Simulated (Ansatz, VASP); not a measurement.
B7H20N7: VASP beside Ansatz

```
B N H
1.0
    13.30000    0.00000    0.00000
     0.00000   13.60000    0.00000
     0.00000    0.00000   13.90000
B N H
7 7 20
Direct
  0.46757 0.46829 0.33708
  0.46750 0.46821 0.60078
  0.46756 0.33349 0.46897
  0.46751 0.60301 0.46890
  0.32972 0.46827 0.46896
  0.60535 0.46822 0.46890
  0.61055 0.60810 0.60576
  0.53620 0.53540 0.40800
  0.54009 0.53920 0.66546
  0.53620 0.40597 0.53464
  0.54009 0.66912 0.53836
  0.40384 0.53539 0.53463
  0.67294 0.53921 0.53837
  0.40194 0.40411 0.40619
  0.52455 0.41801 0.28856
  0.41616 0.52402 0.28856
  0.41792 0.41973 0.65689
  0.57748 0.57576 0.35980
  0.49553 0.57941 0.71122
  0.58121 0.49562 0.71122
  0.52454 0.28388 0.41979
  0.41616 0.28388 0.52351
  0.41792 0.66035 0.42147
  0.57748 0.35672 0.57412
  0.49554 0.71590 0.57769
  0.58121 0.71589 0.49572
  0.27899 0.52401 0.41979
  0.27899 0.41801 0.52351
  0.66396 0.41973 0.42147
  0.35350 0.57577 0.57413
  0.72079 0.49563 0.57769
  0.72078 0.57941 0.49572
  0.66346 0.65988 0.65645
  0.35749 0.36062 0.36361
```

Alike in both runs: functional PBEsol; k mesh 1 × 1 × 1; occupations gaussian, width 0.05 eV; no spin polarisation.

Ansatz relaxed the structure, and its values are those at the end. VASP's run is a single point on that final structure, the one shown.

|  | VASP | Ansatz |
| --- | --- | --- |
| version | VASP 6.6.1 | Ansatz 0.2.0 |
| potentials or method | VASP PAW PBE potentials, release 64 (B, N, H), cutoff 520 eV | scalar-relativistic, plane waves, PAW |
| valence electrons in the cell | 76 | 76 |

```csv
,VASP,Ansatz,Ansatz less VASP
gap on the k mesh at the Fermi level (eV),3.24,3.24,+0.002
rms of the force components (eV/Å),0.011,0.005,-0.0054
```

VASP's potentials were made for PBE, not for PBEsol. With one functional, cell and mesh, what is left measures potentials, basis and numerics. Ansatz's warnings: xc potential rough in thin density.
